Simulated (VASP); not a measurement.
Runs of VASP 6.6.1 on CaHfAs2. The structure is that of space group P-3m1 (No. 164), or close to it. The cells are those of the table. 

```csv
task,level,potentials or basis,cell,k mesh,cutoff (eV),gap on the mesh (eV),pressure (GPa),largest force (eV/Å)
single point,PBE,"VASP PAW PBE potentials, release 64 (Ca_sv, Hf_pv, As)","a = 3.921, b = 3.921, c = 7.077 Å, angles 90.0, 90.0, 120.0°, 4 atoms",12 × 12 × 8,520,none,0.0,0.04
single point,PBE,"VASP PAW PBE potentials, release 64 (Ca_sv, Hf_pv, As)","a = 4.050, b = 4.050, c = 6.654 Å, angles 90.0, 90.0, 120.0°, 4 atoms",6 × 6 × 4,520,none,1.0,(b)
single point,LDA,"VASP PAW LDA potentials, release 64 (Ca_sv, Hf_pv, As)","a = 3.921, b = 3.921, c = 7.077 Å, angles 90.0, 90.0, 120.0°, 4 atoms",12 × 12 × 8,520,none,(a),0.23
relaxation of cell and atoms,PBE,"VASP PAW PBE potentials, release 64 (Ca_sv, Hf_pv, As)","relaxed from a = 4.050, b = 4.050, c = 6.654 Å, angles 90.0, 90.0, 120.0°, 4 atoms",12 × 12 × 8,600,none,0.0,0.01
```

Alike in all rows: no spin polarisation; smearing gaussian 0.1 eV.

Task: Estimate the missing entries.

Result: (a) -5.3; (b) 0.30.

Caveats: spin-orbit coupling is left out, which moves the levels of the heavy elements.

A k mesh can miss the band edges, and the runs leave out spin-orbit coupling on As, Hf.

A gap of «none» marks levels without a gap at the run's occupations.
